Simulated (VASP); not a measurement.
Input of a VASP 6.6.1 run:

File INCAR:

```
SYSTEM = BAs
ALGO     = Normal         ! electronic algorithm
EDIFF    = 1E-6           ! SCF threshold, eV
ENCUT    = 520            ! plane-wave cutoff, eV
GGA      = PE             ! functional
ISIF     = 2              ! what is computed and relaxed
ISMEAR   = -1             ! smearing method
LASPH    = .True.         ! aspherical terms in the spheres
LCHARG   = .False.        ! write CHGCAR
LREAL    = .False.        ! projectors in reciprocal space
LWAVE    = .False.        ! write WAVECAR
NBANDS   = 11             ! bands
NELM     = 100            ! most SCF steps
PREC     = Accurate       ! precision mode
SIGMA    = 0.02           ! smearing width, eV
```

KPOINTS

```
k-points
0
Gamma
  10 10 10
  0 0 0
```

File POSCAR:

```
BAs
1.0
    0.0000000000      2.3679489280      2.3679489280
    2.3679489280      0.0000000000      2.3679489280
    2.3679489280      2.3679489280      0.0000000000
B As
1 1
Direct
    0.0000000000      0.0000000000      0.0000000000
    0.2500000000      0.2500000000      0.2500000000
```

Potentials or basis: VASP PAW PBE potentials, release 64 (B, As).

Command:

```bash
$ cat potpaw_PBE.64/B/POTCAR potpaw_PBE.64/As/POTCAR > POTCAR
$ mpirun -np 1 vasp_std > vasp.out
```

Q: Predict the pressure.

A: 7.4 GPa.

Q: What does it give for the band gap on the k mesh?

A: 1.15 eV, indirect (least direct gap 3.31 eV).

Caveat: the cell differs from its parent crystal (strain -1.0%). A k mesh can miss the band edges.
